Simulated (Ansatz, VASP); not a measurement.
## One calculation of InP, two programs

POSCAR

```
InP
1.0
    0.0000000000      2.9242497585      2.9242497585
    2.9242497585      0.0000000000      2.9242497585
    2.9242497585      2.9242497585      0.0000000000
In P
1 1
Direct
    0.0000000000      0.0000000000      0.0000000000
    0.2500000000      0.2500000000      0.2500000000
```

INCAR.step1

```
PREC = Accurate ; ENCUT = 520
ISMEAR = -1 ; SIGMA = 0.02
LREAL = False ; LASPH = True
NELM = 150 ; MAGMOM = 0 0 0 0 0 0
LSORBIT = True ; GGA_COMPAT = False
NBANDS = 30 ; GGA = PE
ALGO = Normal ; EDIFF = 1E-4
LWAVE = True ; LCHARG = False
```

File INCAR.step2:

```
PREC = Accurate ; ENCUT = 520
EDIFF = 1E-6 ; ISMEAR = -1
SIGMA = 0.02 ; LREAL = False
LASPH = True ; NELM = 150
ALGO = Normal ; ISIF = 2
LWAVE = False ; LCHARG = False
MAGMOM = 0 0 0 0 0 0 ; LORBIT = 11
LSORBIT = True ; GGA_COMPAT = False
LORBMOM = True ; METAGGA = R2SCAN
LMIXTAU = True ; NBANDS = 30
ISTART = 1
```

Contents of KPOINTS:

```
regular mesh
0
Gamma
  8 8 8
```

Input for Ansatz:

```yaml
crystal:
  lattice:
    - [0.0, 2.9242497585, 2.9242497585]
    - [2.9242497585, 0.0, 2.9242497585]
    - [2.9242497585, 2.9242497585, 0.0]
  atoms:
    - { symbol: In, position: [0.0, 0.0, 0.0] }
    - { symbol: P, position: [0.25, 0.25, 0.25] }
kpoints:
  mp_grid: { grid: [8, 8, 8] }
  band_path:
    path:
      - [0.0, 0.0, 0.0]
      - [-0.5, -0.5, 0.0]
      - [-0.375, -0.375, 0.25]
      - [-0.375, 0.0, 0.375]
      - [0.0, 0.0, 0.5]
      - [-0.5, -0.25, 0.25]
    npoints: 1
hamiltonian:
  xc: r2scan
scf:
  occupations: { method: fermi_dirac, width: 0.02 }
  n_extra_bands: 8
magnetization:
  noncollinear: true
  spin_orbit: true
output:
  forces: true
  stress: true
  eigenvalues: true
  write_density: true
  write_potential: true
  elf: true
  volumetric_format: npy
```

Change from the starting cell: hydrostatic strain -1.0%.

Alike in both runs: task single point; functional r2SCAN; k mesh 8 × 8 × 8; occupations fermi-dirac, width 0.02 eV; non-collinear spin, spin-orbit coupling.

|  | VASP | Ansatz |
| --- | --- | --- |
| version | VASP 6.6.1 | Ansatz 0.2.0 |
| potentials or method | VASP PAW PBE potentials, release 64 (In_d, P) | plane waves, PAW |
| plane-wave cutoff (eV) | 520 | 500 |
| valence electrons in the cell | 18 | 18 |

Ansatz gave:

- pressure (GPa): 2.1

Problem. Which values does VASP return?

Solution. Pressure (GPa): 2.0.

VASP's potentials were made for PBE, not for r2SCAN.
